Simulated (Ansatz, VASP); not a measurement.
SnS3 in VASP and in Ansatz

```xyz
4
Lattice="3.3623 0.0000 0.0000 0.0000 3.3623 0.0000 0.0000 0.0000 6.6382" Properties=species:S:1:pos:R:3 pbc="T T T"
Sn    0.0000    0.0000    0.0000
S     1.6811    1.6811    1.6616
S     1.6811    1.6811    4.9766
S     0.0000    0.0000    3.3191
```

Change from the starting cell: species swapped into the HgPb3 type (P4/mmm, No. 123).

Alike in both runs: functional PBE; k mesh 14 × 14 × 8; occupations gaussian, width 0.1 eV; no spin polarisation.

Ansatz relaxed the structure, and its values are those at the end. VASP's run is a single point on that final structure, the one shown.

```csv
,VASP,Ansatz
version,VASP 6.6.1,Ansatz 0.2.0
potentials or method,"VASP PAW PBE potentials, release 64 (Sn_d, S), cutoff 520 eV","scalar-relativistic, plane waves, PAW"
valence electrons in the cell,32,32
```

```csv
,VASP,Ansatz,Ansatz less VASP
gap on the k mesh at the Fermi level (eV),none,none,-
pressure (GPa),-0.1,0.0,+0.08
rms of the force components (eV/Å),0.004,0.004,+0.0001
```

A gap of «none» marks a metal or a gap that the smearing closes.
